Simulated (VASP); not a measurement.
A run of VASP 6.6.1 is set up as follows.

INCAR

```
PREC = Accurate
ENCUT = 600
EDIFF = 1E-6
ISMEAR = 1
SIGMA = 0.05
LREAL = False
LASPH = True
NELM = 60
ALGO = Normal
ISIF = 3
LWAVE = False
LCHARG = False
GGA = CA
IBRION = 2
NSW = 80
EDIFFG = -0.01
PSTRESS = 300.0
```

Contents of KPOINTS:

```
Automatic mesh
0
Gamma
  8 8 8
```

File POSCAR:

```
La
1.0
    2.1050000000      2.1050000000      2.1050000000
   -2.1050000000      2.1050000000      2.1050000000
   -2.1050000000     -2.1050000000      2.1050000000
La
1
Direct
    0.0000000000      0.0000000000      0.0000000000
```

Potentials or basis: VASP PAW LDA potentials, release 64 (La).

Command:

```bash
$ cat potpaw_LDA.64/La/POTCAR > POTCAR
$ mpirun -np 1 vasp_std > vasp.out
```

Q: What does it give for the relaxed cell?

A: a = 3.006 Å, b = 3.006 Å, c = 3.006 Å, α = 70.53°, β = 109.47°, γ = 70.53°.

Q: Estimate the relaxed volume.

A: 20.91 Å³/atom.

Q: Predict the space group after relaxing (to 0.05 Å).

A: Im-3m (No. 229).

Step by step:
```tsv
step	energy change (eV)	largest force (eV/Å)	pressure (GPa)	volume (Å³)
1	0.0000	0.0000	-3.41	37.31
2	16.2198	0.0000	733.05	9.09
3	-0.0294	0.0000	2.51	30.86
4	0.0808	0.0000	7.51	27.37
5	0.8886	0.0000	35.85	20.06
6	0.6774	0.0000	28.24	21.13
7	0.7254	0.0000	30.26	20.87
8	0.7087	0.0000	29.54	20.96
9	0.7200	0.0000	30.08	20.90
10	0.7183	0.0000	29.95	20.91
```

Caveat: the cell is relaxed towards a set pressure, so the enthalpy falls and the energy may rise; the volume moved by over 15 % at a fixed basis, so the end points are rough.
